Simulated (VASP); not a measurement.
# Sn (I4_1/amd) in VASP: further runs

Sn is run at these levels: r2SCAN, revPBE, BLYP, PBEsol; tasks: single point, relaxation of cell and atoms.

Program: VASP 6.6.1. These are calculated values, not measurements. Logs are shortened: lines on timing, memory, paths and dates and some standing lists are left out, and cuts for length are marked.

**1. The cell of the first run**

Symmetry: I4_1/amd, No. 141, tetragonal system. Conventional cell: a = 5.880 Å, b = 5.880 Å, c = 3.199 Å, α = 90.00°, β = 90.00°, γ = 90.00°. Sn (site symmetry -4m2) has 10 Sn at 3.05 to 3.79 Å within 4.0 Å.

**2. Single point, r2SCAN**

Input file POSCAR:

```
Sn
1.0
   -2.9401404553      2.9401404553      1.5993019889
    2.9401404553     -2.9401404553      1.5993019889
    2.9401404553      2.9401404553     -1.5993019889
Sn
2
Direct
    0.0000000000      0.0000000000      0.0000000000
    0.7500000000      0.2500000000      0.5000000000
```

Input file INCAR.step1:

```
SYSTEM = Sn
  PREC = Accurate
  ENCUT = 520
  ISMEAR = -1
  SIGMA = 0.05
  LREAL = .False.
  LASPH = .True.
  NELM = 80
  NBANDS = 21
  GGA = PE
  ALGO = Normal
  EDIFF = 1E-4
  LWAVE = .True.
  LCHARG = .False.
```

Input file INCAR.step2:

```
SYSTEM = Sn
  PREC = Accurate
  ENCUT = 520
  EDIFF = 1E-6
  ISMEAR = -1
  SIGMA = 0.05
  LREAL = .False.
  LASPH = .True.
  NELM = 80
  ALGO = Normal
  ISIF = 2
  LWAVE = .False.
  LCHARG = .True.
  METAGGA = R2SCAN
  LMIXTAU = .True.
  LELF = .True.
  LVHAR = .True.
  NBANDS = 21
  ISTART = 1
```

Input file KPOINTS:

```
regular mesh
0
Gamma
  9 9 9
  0 0 0
```

Potentials or basis: VASP PAW PBE potentials, release 64 (Sn_d).

The run is started by

```console
$ cat potpaw_PBE.64/Sn_d/POTCAR > POTCAR
$ cp INCAR.step1 INCAR
$ mpirun -np 1 vasp_std > vasp.out
$ cp INCAR.step2 INCAR
$ mpirun -np 1 vasp_std > vasp.out
```

OUTCAR:

```text
SYSTEM = Sn
   PREC = Accurate
   ENCUT = 520
   EDIFF = 1E-6
   ISMEAR = -1
   LREAL = .False.
   LASPH = .True.
   NELM = 80
   ISIF = 2
   METAGGA = R2SCAN
   ISTART = 1

 ion  position               nearest neighbor table
   1  0.000  0.000  0.000-   2 3.05   2 3.05   2 3.05   2 3.05
   2  0.750  0.250  0.500-   1 3.05   1 3.05   1 3.05   1 3.05

  LATTYP: Found a body centered tetragonal cell.
 ALAT       =     5.8802809106
 C/A-ratio  =     0.5439542815

  Lattice vectors:

 A1 = (  -2.9401404553,   2.9401404553,   1.5993019889)
 A2 = (   2.9401404553,  -2.9401404553,   1.5993019889)
 A3 = (   2.9401404553,   2.9401404553,  -1.5993019889)

Analysis of symmetry for initial positions (statically):
=====================================================================
 Subroutine PRICEL returns:
 Original cell was already a primitive cell.

 Routine SETGRP: Setting up the symmetry group for a
 body centered tetragonal supercell.

 Subroutine GETGRP returns: Found 16 space group operations
 (whereof  8 operations were pure point group operations)
 out of a pool of 16 trial point group operations.

The static configuration has the point symmetry D_2d.
 The point group associated with its full space group is D_4h.

Analysis of symmetry for dynamics (positions and initial velocities):
=====================================================================
 Subroutine PRICEL returns:
 Original cell was already a primitive cell.

 Routine SETGRP: Setting up the symmetry group for a
 body centered tetragonal supercell.

 Subroutine GETGRP returns: Found 16 space group operations
 (whereof  8 operations were pure point group operations)
 out of a pool of 16 trial point group operations.

The dynamic configuration has the point symmetry D_2d.
 The point group associated with its full space group is D_4h.

 Subroutine INISYM returns: Found 16 space group operations
 (whereof  8 operations are pure point group operations),
 and found     1 'primitive' translations

----------------------------------------------------------------------------------------

                                     Primitive cell

  volume of cell :      55.3002

  direct lattice vectors                    reciprocal lattice vectors
    -2.940140455  2.940140455  1.599301989     0.000000000  0.170059903  0.312636390
     2.940140455 -2.940140455  1.599301989     0.170059903  0.000000000  0.312636390
     2.940140455  2.940140455 -1.599301989     0.170059903  0.170059903  0.000000000

  length of vectors
     4.454954393  4.454954393  4.454954393     0.355895888  0.355895888  0.240501021

  position of ions in fractional coordinates (direct lattice)
     0.000000000  0.000000000  0.000000000
     0.750000000  0.250000000  0.500000000

  ion indices of the primitive-cell ions
   primitive index   ion index
                 1           1
                 2           2

----------------------------------------------------------------------------------------

 KPOINTS: regular mesh

Automatic generation of k-mesh.
 Grid dimensions read from file:
 generate k-points for:    9    9    9

 Generating k-lattice:

  Cartesian coordinates                     Fractional coordinates (reciprocal lattice)
     0.000000000  0.018895545  0.034737377     0.111111111 -0.000000000  0.000000000
     0.018895545  0.000000000  0.034737377    -0.000000000  0.111111111  0.000000000
     0.018895545  0.018895545  0.000000000     0.000000000  0.000000000  0.111111111

  Length of vectors
     0.039543988  0.039543988  0.026722336

  Shift w.r.t. Gamma in fractional coordinates (k-lattice)
     0.000000000  0.000000000  0.000000000

 Subroutine IBZKPT returns following result:
 ===========================================

 Found     75 irreducible k-points:

 Following reciprocal coordinates:
            Coordinates               Weight
  0.000000  0.000000  0.000000      1.000000
  0.111111 -0.000000  0.000000      8.000000
  0.222222 -0.000000  0.000000      8.000000
  0.333333 -0.000000  0.000000      8.000000
  0.444444 -0.000000  0.000000      8.000000
  0.111111  0.111111  0.000000      8.000000
[... 16 lines left out ...]
 -0.333333  0.333333  0.000000      4.000000
  0.444444  0.444444 -0.000000      8.000000
 [... further k-points ...]
   k-points           NKPTS =     75   k-points in BZ     NKDIM =     75   number of bands    NBANDS=     21
   number of dos      NEDOS =    301   number of ions     NIONS =      2
   total plane-waves  NPLWV =  46656
   dimension x,y,z NGX =    36 NGY =   36 NGZ =   36
   dimension x,y,z NGXF=    72 NGYF=   72 NGZF=   72
   ions per type =               2
   NGX,Y,Z   is equivalent  to a cutoff of  13.43, 13.43, 13.43 a.u.
   NGXF,Y,Z  is equivalent  to a cutoff of  26.87, 26.87, 26.87 a.u.
 SYSTEM =  Sn
   PREC   = accura    normal or accurate (medium, high low for compatibility)
   ISTART =      1    job   : 0-new  1-cont  2-samecut
   ICHARG =      0    charge: 1-file 2-atom 10-const
   ISPIN  =      1    spin polarized calculation?
   LNONCOLLINEAR =      F non collinear calculations
   LSORBIT =      F    spin-orbit coupling
   LASPH  =      T    aspherical Exc in radial PAW
   ENCUT  =  520.0 eV  38.22 Ry    6.18 a.u.   8.28  8.28  8.28*2*pi/ulx,y,z
   NELM   =     80;   NELMIN=  2; NELMDL=  0     # of ELM steps
   EDIFF  = 0.1E-05   stopping-criterion for ELM
   LREAL  =      F    real-space projection
   EDIFFG = 0.1E-04   stopping-criterion for IOM
   NSW    =      0    number of steps for IOM
   IBRION =     -1    ionic relax: 0-MD 1-quasi-New 2-CG
   NFREE  =      0    steps in history (QN), initial steepest desc. (CG)
   ISIF   =      2    stress and relaxation
   ISYM   =      2    0-nonsym 1-usesym 2-fastsym
   POTIM  = 0.5000    time-step for ionic-motion
   TEBEG  =    0.0;   TEEND  =   0.0 temperature during run
   PSTRESS=    0.0 pullay stress
   NELECT =      28.0000    total number of electrons
   NUPDOWN=      -1.0000    fix difference up-down
   EMIN   =  10.00;   EMAX   =-10.00  energy-range for DOS
   EFERMI =   0.00;   METHOD = LEGACY
   ISMEAR =    -1;   SIGMA  =   0.05  broadening in eV -4-tet -1-fermi 0-gaus
   EFERMI_NEDOS =   21; number of points for ismear=-14 and -15
   IALGO  =     38    algorithm
   IMIX   =      4    mixing-type and parameters
     AMIX     =   0.40;   BMIX     =  1.00
     AMIX_MAG =   1.60;   BMIX_MAG =  1.00
  volume/ion in A,a.u.               =      27.65       186.59
  Fermi-wavevector in a.u.,A,eV,Ry     =   1.304824  2.465760 23.164816  1.702566
  Thomas-Fermi vector in A             =   2.435734
   LORBIT       =      0    0 simple, 1 ext, 2 COOP (PROOUT), +10 PAW based schemes
   METAGGA = R2SCAN    functional components
   LHFCALC =     F    Hartree Fock is set to
   AEXX    =    0.0000 exact exchange contribution
   IVDW    =     0    specifies the selected vdW correction
   LEPSILON=     F    determine dielectric tensor
   LRPA    =     F    only Hartree local field effects (RPA)
 non-spin polarized calculation
  energy-cutoff  :      520.00
  volume of cell :       55.30
 maximum number of plane-waves:      1507
 NGX is ok and might be reduce to    36
   NGX = 17   NGY = 17   NGZ = 17

 number of electron      27.9999989 magnetization

 Free energy of the ion-electron system (eV)
  ---------------------------------------------------
  ext. energy  EPLUGINS =         0.00000000
  ---------------------------------------------------
  free energy    TOTEN  =       -49.24000495 eV

  energy without entropy =      -49.23252023  energy(sigma->0) =      -49.23626259

 E-fermi :   7.6994     XC(G=0): -11.0300

 val. band max:        7.6929818121   @ k =  -0.4444   0.4444   0.0000
 cond. band min:       7.7166632482   @ k =  -0.2222   0.4444   0.2222
 fundamental gap:      0.0236814361
 Fermi energy:         7.6993939518

 k-point     1 :       0.0000    0.0000    0.0000
  band No.  band energies     occupation
      1     -14.6457      2.00000
      2     -14.5629      2.00000
      3     -14.5112      2.00000
      4     -14.5085      2.00000
      5     -14.3490      2.00000
      6     -14.3490      2.00000
[... 13 lines left out ...]
     20      17.8995      0.00000
     21      18.5729      0.00000

 k-point     2 :       0.1111   -0.0000    0.0000
  band No.  band energies     occupation
      1     -14.6379      2.00000
      2     -14.5380      2.00000
      3     -14.5023      2.00000
      4     -14.4795      2.00000
      5     -14.3661      2.00000
      6     -14.3621      2.00000
[... 13 lines left out ...]
     20      17.1149      0.00000
     21      17.2575      0.00000

 k-point     3 :       0.2222   -0.0000    0.0000
  band No.  band energies     occupation
      1     -14.6158      2.00000
      2     -14.4841      2.00000
      3     -14.4800      2.00000
      4     -14.4328      2.00000
      5     -14.3989      2.00000
      6     -14.3618      2.00000
[... 13 lines left out ...]
     20      15.6043      0.00000
     21      16.6312      0.00000

 k-point     4 :       0.3333   -0.0000    0.0000
  band No.  band energies     occupation
      1     -14.5902      2.00000
      2     -14.4645      2.00000
      3     -14.4585      2.00000
      4     -14.4464      2.00000
      5     -14.4189      2.00000
      6     -14.3831      2.00000
[... 13 lines left out ...]
     20      14.7711      0.00000
     21      17.6093      0.00000

 k-point     5 :       0.4444   -0.0000    0.0000
  band No.  band energies     occupation
      1     -14.5717      2.00000
      2     -14.4891      2.00000
      3     -14.4749      2.00000
      4     -14.4408      2.00000
      5     -14.4061      2.00000
      6     -14.3990      2.00000
[... 13 lines left out ...]
     20      17.0676      0.00000
     21      18.4187      0.00000
[... 382 lines left out ...]
     20      18.5531      0.00000
     21      19.1647      0.00000

 k-point    22 :      -0.4444    0.3333   -0.0000
  band No.  band energies     occupation
      1     -14.5509      2.00000
      2     -14.5317      2.00000
      3     -14.5310      2.00000
      4     -14.4298      2.00000
      5     -14.4164      2.00000
      6     -14.3424      2.00000
[... 13 lines left out ...]
     20      19.1631      0.00000
     21      20.1215      0.00000

 k-point    23 :      -0.3333    0.3333    0.0000
  band No.  band energies     occupation
      1     -14.5710      2.00000
      2     -14.5591      2.00000
      3     -14.5470      2.00000
      4     -14.4409      2.00000
      5     -14.4018      2.00000
      6     -14.3316      2.00000
[... 13 lines left out ...]
     20      17.8192      0.00000
     21      17.9662      0.00000

 k-point    24 :       0.4444    0.4444   -0.0000
  band No.  band energies     occupation
      1     -14.5444      2.00000
      2     -14.5435      2.00000
      3     -14.4805      2.00000
      4     -14.4782      2.00000
      5     -14.3779      2.00000
      6     -14.3707      2.00000
[... 13 lines left out ...]
     20      18.9778      0.00000
     21      19.5295      0.00000

 [... further k-points ...]

------------------------ aborting loop because EDIFF is reached ----------------------------------------

  FORCE on cell =-STRESS in cart. coord.  units (eV):
  Direction    XX          YY          ZZ          XY          YZ          ZX
  --------------------------------------------------------------------------------------
  -------------------------------------------------------------------------------------
  Total        0.0091066      0.0091066     -0.1455214      0.0000000      0.0000000      0.0000000
  in kB        0.2638384      0.2638384     -4.2161000      0.0000000      0.0000000      0.0000000
  external PRESSURE =      -1.2294744 kB  Pullay stress =       0.0000000 kB

 VOLUME and BASIS-vectors are now :
 -----------------------------------------------------------------------------
  energy-cutoff  :      520.00
  volume of cell :       55.30
      direct lattice vectors                 reciprocal lattice vectors
    -2.940140455  2.940140455  1.599301989     0.000000000  0.170059903  0.312636390
     2.940140455 -2.940140455  1.599301989     0.170059903  0.000000000  0.312636390
     2.940140455  2.940140455 -1.599301989     0.170059903  0.170059903  0.000000000

 POSITION                                       TOTAL-FORCE (eV/Angst)
 -----------------------------------------------------------------------------------
      0.00000      0.00000      0.00000        -0.000000      0.000000      0.000000
      0.00000      2.94014      0.79965         0.000000     -0.000000     -0.000000
 -----------------------------------------------------------------------------------
    total drift:                               -0.000000      0.000000     -0.000000

  FREE ENERGIE OF THE ION-ELECTRON SYSTEM (eV)
  ---------------------------------------------------
  free  energy   TOTEN  =       -49.2400049488 eV

  energy  without entropy=      -49.2325202350  energy(sigma->0) =      -49.23626259
```

It took 6.6 min on 1 thread of AMD EPYC 7R13 (Zen 3), shared host; peak memory 0.22 GiB.

Results:

```yaml
Free_energy: -49.2400 eV
Pressure: -0.1 GPa
Band_gap_on_the_k_mesh: zero (bands 14 and 15 overlap by 4.16 eV)
```

Stress tensor (GPa, compression positive):
```
 0.03  0.00  0.00
 0.00  0.03  0.00
 0.00  0.00 -0.42
```

Caveat: the PAW data sets were made with another functional, which shifts forces and pressure a little; spin-orbit coupling is left out, which moves the levels of the heavy elements.

**3. Relaxation of cell and atoms, revPBE**

Input file INCAR:

```
SYSTEM = Sn
PREC = Accurate
ENCUT = 600
EDIFF = 1E-6
ISMEAR = -1
SIGMA = 0.05
LREAL = .False.
LASPH = .True.
NELM = 60
ALGO = Normal
ISIF = 3
LWAVE = .False.
LCHARG = .False.
GGA = RE
IBRION = 2
NSW = 60
EDIFFG = -0.01
```

KPOINTS is that of step 2.

POSCAR is that of step 2.

Potentials or basis: VASP PAW PBE potentials, release 64 (Sn_d).

The run is started by

```console
$ cat potpaw_PBE.64/Sn_d/POTCAR > POTCAR
$ mpirun -np 1 vasp_std > vasp.out
```

It took 2.8 min on 1 thread of AMD EPYC 7R13 (Zen 3), shared host; peak memory 0.23 GiB.

It converged, with:

```
Free energy                           : -6.9889 eV
Relaxed volume                        : 29.04 Å³/atom
Relaxed cell                          : a = 4.531 Å, b = 4.531 Å, c = 4.531 Å, α = 97.37°, β = 97.37°, γ = 138.04°
Space group after relaxing (to 0.1 Å) : I4_1/amd (No. 141)
Energy gained by relaxing             : 10.2 meV/atom
Ionic steps                           : 3
Pressure after relaxing               : 0.0 GPa
Band gap on the k mesh                : zero (bands 14 and 15 overlap by 3.74 eV)
```

The path:
| step | energy change (eV) | largest force (eV/Å) | pressure (GPa) | volume (Å³) |
| --- | --- | --- | --- | --- |
| 1 | 0.0000 | 0.0000 | 2.44 | 55.30 |
| 2 | -0.0192 | 0.0000 | -0.44 | 58.73 |
| 3 | -0.0203 | 0.0000 | 0.01 | 58.09 |

Final structure:
```
Sn
1.0
    -2.99175    2.99175    1.62249
     2.99175   -2.99175    1.62249
     2.99175    2.99175   -1.62249
Sn
2
Cartesian
  0.0000 0.0000 0.0000
  0.0000 2.9917 0.8112
```

Levels at points of the mesh, in eV from the Fermi level:
```csv
k point,band 10,band 11,band 12,band 13,band 14,band 15,band 16,band 17,band 18
"(0.00, 0.00, 0.00)",-21.23,-10.65,-3.85,-1.83,-1.83,3.03,5.86,5.86,6.47
```

Caveat: the PAW data sets were made with another functional, which shifts forces and pressure a little; spin-orbit coupling is left out, which moves the levels of the heavy elements.

**4. Relaxation of cell and atoms, BLYP**

Input file INCAR:

```
AGGAC    = 1.0          
AGGAX    = 1.0          
ALDAC    = 0.0          
ALDAX    = 1.0          
ALGO     = Normal         # electronic algorithm
EDIFF    = 1E-7           # SCF threshold, eV
EDIFFG   = -0.01          # ionic threshold
ENCUT    = 600            # plane-wave cutoff, eV
GGA      = B5             # functional
IBRION   = 2              # ionic algorithm
ISIF     = 3              # what is computed and relaxed
ISMEAR   = -1             # smearing method
LASPH    = T              # aspherical terms in the spheres
LCHARG   = F              # write CHGCAR
LREAL    = F              # projectors in reciprocal space
LWAVE    = F              # write WAVECAR
NELM     = 60             # most SCF steps
NSW      = 60             # ionic steps
PREC     = Accurate       # precision mode
SIGMA    = 0.05           # smearing width, eV
```

Input file KPOINTS:

```
k-points
0
Gamma
  9 9 9
```

POSCAR is that of step 3.

The run is started by

```console
$ cat potpaw_PBE.64/Sn_d/POTCAR > POTCAR
$ mpirun -np 1 vasp_std > vasp.out
```

It took 4 min on 1 thread of AMD EPYC 7R13 (Zen 3), shared host; peak memory 0.23 GiB.

It converged, with:

- Free energy: -6.0478 eV
- Relaxed volume: 31.14 Å³/atom
- Relaxed cell: a = 4.638 Å, b = 4.638 Å, c = 4.638 Å, α = 97.36°, β = 97.36°, γ = 138.05°
- Space group after relaxing (to 0.1 Å): I4_1/amd (No. 141)
- Energy gained by relaxing: 56.4 meV/atom
- Ionic steps: 3
- Pressure after relaxing: 0.0 GPa
- Band gap on the k mesh: zero (bands 14 and 15 overlap by 3.33 eV)

The path:
| step | energy change (eV) | largest force (eV/Å) | pressure (GPa) | volume (Å³) |
| --- | --- | --- | --- | --- |
| 1 | 0.0000 | 0.0000 | 5.77 | 55.30 |
| 2 | -0.1097 | 0.0000 | -0.72 | 63.66 |
| 3 | -0.1128 | 0.0000 | 0.02 | 62.29 |

Final structure:
```
CELL_PARAMETERS angstrom
-3.06242 3.06242 1.66043
3.06242 -3.06242 1.66043
3.06242 3.06242 -1.66043
ATOMIC_POSITIONS crystal
Sn 0.00000 0.00000 0.00000
Sn 0.75000 0.25000 0.50000
```

Levels at points of the mesh, in eV from the Fermi level:
| k point | band 11 | band 12 | band 13 | band 14 | band 15 | band 16 | band 17 | band 18 |
| --- | --- | --- | --- | --- | --- | --- | --- | --- |
| (0.00, 0.00, 0.00) | -10.20 | -4.24 | -1.64 | -1.64 | 3.57 | 5.38 | 5.38 | 5.85 |

Caveat: the PAW data sets were made with another functional, which shifts forces and pressure a little; spin-orbit coupling is left out, which moves the levels of the heavy elements.

[end of part 1 of 2]

The gap in the log of VASP goes by the Fermi energy; the results here count the filled bands.